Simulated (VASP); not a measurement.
Here is a VASP 6.6.1 calculation.

Contents of INCAR:

```
PREC = Accurate
ENCUT = 520
EDIFF = 1E-7
ISMEAR = 0
SIGMA = 0.1
LREAL = False
LASPH = True
NELM = 100
ALGO = Fast
ISIF = 2
LWAVE = False
LCHARG = True
GGA = PS
LELF = True
LVHAR = True
NBANDS = 40
```

Contents of KPOINTS:

```
Automatic mesh
0
Gamma
  12 12 6
```

The input POSCAR:

```
In2Sb
1.0
    5.3799042018      0.0000000000      0.0000000000
   -2.6899521009      4.6591337087      0.0000000000
    0.0000000000      0.0000000000      6.7225520000
In Sb
4 2
Direct
    0.6666666700      0.3333333300      0.2500000000
    0.3333333300      0.6666666700      0.7500000000
    0.0000000000      0.0000000000      0.5000000000
    0.0000000000      0.0000000000      0.0000000000
    0.6666666700      0.3333333300      0.7500000000
    0.3333333300      0.6666666700      0.2500000000
```

Potentials or basis: VASP PAW PBE potentials, release 64 (In_d, Sb).

Launch:

```sh
$ cat potpaw_PBE.64/In_d/POTCAR potpaw_PBE.64/Sb/POTCAR > POTCAR
$ mpirun -np 1 vasp_std > vasp.out
```

Q: Estimate the band gap on the k mesh.

A: Zero (band 31 reaches 8.01 eV, above the bottom of band 32 at 5.94 eV).

Q: Estimate the pressure.

A: -2.6 GPa.

Stress tensor (GPa, compression positive):
```
-2.09  0.00  0.00
 0.00 -2.09  0.00
 0.00  0.00 -3.53
```

Caveat: the PAW data sets were made with another functional, which shifts forces and pressure a little; spin-orbit coupling is left out, which moves the levels of the heavy elements.
